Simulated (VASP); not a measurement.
## B: single point with PBE

The system is B.

```
CELL_PARAMETERS angstrom
0.00000 2.05237 2.05237
2.05237 0.00000 2.05237
2.05237 2.05237 0.00000
ATOMIC_POSITIONS crystal
B 0.00000 0.00000 0.00000
B 0.25000 0.25000 0.25000
```

This isn't the form of B at room conditions, which is rhombohedral.

```json
{
  "Program": "VASP 6.6.1",
  "Task": "single point",
  "Functional": "PBE",
  "Potentials or basis": "VASP PAW PBE potentials, release 64 (B)",
  "Cutoff": "520 eV",
  "k mesh": "46 × 46 × 46",
  "Occupations": "fermi-dirac, width 0.0612256 eV",
  "Spin": "no spin polarisation"
}
```

```json
{"Pressure": "-6.5 GPa", "Band gap on the k mesh": "zero (bands 3 and 4 overlap by 6.89 eV)"}
```

Levels at points of the mesh, in eV from the Fermi level:
```csv
k point,band 1,band 2,band 3,band 4,band 5,band 6,band 7
"(0.00, 0.00, 0.00)",-12.60,3.90,3.90,3.90,7.97,7.97,7.97
"(0.50, 0.00, 0.00)",-7.94,-6.79,1.64,1.64,10.00,10.00,11.37
"(0.50, 0.50, 0.00)",-5.87,-5.87,-1.23,-1.23,7.02,7.02,17.60
```

Wall time 5.2 min on 1 thread of AMD EPYC 7R43 64-Core Processor (Zen 3) (shared host), peak memory 0.4 GiB.

Caveat: the cell stands under tension.
